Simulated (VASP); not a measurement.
A run of VASP 6.6.1 is set up as follows.

The input INCAR:

```
SYSTEM = Al
PREC = Accurate ; ENCUT = 520
EDIFF = 1E-6 ; ISMEAR = 0
SIGMA = 0.15 ; LREAL = .FALSE.
LASPH = .TRUE. ; NELM = 60
ALGO = Fast ; ISIF = 2
LWAVE = .FALSE. ; LCHARG = .FALSE.
GGA = PE ; NBANDS = 14
```

File KPOINTS:

```
Automatic mesh
0
G
  16 16 5
  0 0 0
```

File POSCAR:

```
Al
1.0
   -1.6174623135      1.6174623135     -1.6174623135
   -1.6174623135     -1.6174623135      1.6174623135
   -1.4557160822      5.9846105601      6.9550879482
Al
4
Direct
   -0.2625000000     -0.5250000000      0.8750000000
    0.4625000000      0.4250000000      0.1250000000
   -0.1125000000     -0.2250000000      0.3750000000
    0.3125000000      0.1250000000      0.6250000000
```

Potentials or basis: VASP PAW PBE potentials, release 64 (Al).

The run is started by

```console
$ cat potpaw_PBE.64/Al/POTCAR > POTCAR
$ mpirun -np 1 vasp_std > vasp.out
```

(1) Estimate the pressure.

(2) What does it give for the band gap on the k mesh?

(3) Estimate the largest force.

Results:

(1) 2.6 GPa.

(2) zero (bands 6 and 7 overlap by 6.49 eV).

(3) 1.599 eV/Å.

Caveat: the cell differs from its parent crystal (the part above a cut slid along it); the stress differs along the axes, from -1 to 8 GPa; forces of over 1 eV/Å act on the atoms, so gaps and moduli don't describe the material at rest.
